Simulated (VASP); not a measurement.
Pd, 1 atom in the cell. Symmetry: Fm-3m, No. 225, cubic system. Conventional cell: a = 3.900 Å, b = 3.900 Å, c = 3.900 Å, α = 90.00°, β = 90.00°, γ = 90.00°. Pd (site symmetry m-3m) has 12 Pd at 2.76 Å within 3.6 Å. 

```yaml
Program: VASP 6.6.1
Task: relaxation of cell and atoms
Functional: PBE
Potentials_or_basis: VASP PAW PBE potentials, release 64 (Pd)
Cutoff: 500 eV
k_mesh: 12 × 12 × 12
Occupations: gaussian, width 0.1 eV
Spin: no spin polarisation
Dipole_correction: no
Further_INCAR_settings: ALGO = Normal; EDIFF = 1e-07; IBRION = 2; EDIFFG = -0.003; NSW = 80; ISIF = 3
```

Potentials or basis: VASP PAW PBE potentials, release 64 (Pd).

Command:

```console
$ cat potpaw_PBE.64/Pd/POTCAR > POTCAR
$ mpirun -np 1 vasp_std > vasp.out
```

Hardware: 1 thread of Intel(R) Xeon(R) 6975P-C (Granite Rapids), with other jobs on the host.

**Question.** How long does it take, and how much memory?

**Answer.** Run time: 8.3 s on 1 thread of Intel(R) Xeon(R) 6975P-C (Granite Rapids) (shared host), peak memory 0.13 GiB. Counts: scf iterations 27, k points 72, ion steps 3.
